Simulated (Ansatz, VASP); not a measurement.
## One calculation of Sc, two programs

INCAR

```
  ALGO = Normal
  EDIFF = 1E-6
  ENCUT = 520
  GGA = PE
  ISIF = 2
  ISMEAR = -1
  LASPH = True
  LCHARG = False
  LREAL = False
  LWAVE = False
  NBANDS = 18
  NELM = 80
  PREC = Accurate
  SIGMA = 0.05
```

File KPOINTS:

```
k-points
0
Gamma
  8 8 4
```

File POSCAR:

```
Sc
1.0
    3.3090000000      0.0000000000      0.0000000000
   -1.6545000000      2.8656780611      0.0000000000
    0.0000000000      0.0000000000      5.2733000000
Sc
2
Direct
    0.6666666667      0.3333333333      0.7500000000
    0.3333333333      0.6666666667      0.2500000000
```

The input input.yaml:

```yaml
crystal:
  lattice:
    - [3.309, 0.0, 0.0]
    - [-1.6545, 2.8656780611, 0.0]
    - [0.0, 0.0, 5.2733]
  atoms:
    - { symbol: Sc, position: [0.6666666667, 0.3333333333, 0.75] }
    - { symbol: Sc, position: [0.3333333333, 0.6666666667, 0.25] }
hamiltonian:
  xc: pbe
  pseudopotentials: { kind: paw }
kpoints:
  mp_grid: { grid: [8, 8, 4] }
scf:
  occupations: { method: fermi_dirac, width: 0.05 }
output:
  forces: true
  stress: true
  eigenvalues: true
```

Alike in both runs: task single point; functional PBE; k mesh 8 × 8 × 4; occupations fermi-dirac, width 0.05 eV; no spin polarisation.

|  | VASP | Ansatz |
| --- | --- | --- |
| version | VASP 6.6.1 | Ansatz 0.2.0 |
| potentials or method | VASP PAW PBE potentials, release 64 (Sc_sv) | Ansatz PAW |
| plane-wave cutoff (eV) | 520 | 420 |
| valence electrons in the cell | 22 | 22 |

Ansatz gave:

| Property | Result |
| --- | --- |
| gap on the k mesh at the Fermi level (eV) | none |
| pressure (GPa) | -0.8 |
| traceless stress, the component that is largest in VASP (GPa) | -1.26 |

Task: Which values does VASP return?

Result: gap on the k mesh at the Fermi level (eV): none; pressure (GPa): -0.8; traceless stress, the component that is largest in VASP (GPa): -1.25.

A gap of «none» marks a metal or a gap that the smearing closes. With one functional, cell and mesh, what is left measures potentials, basis and numerics.
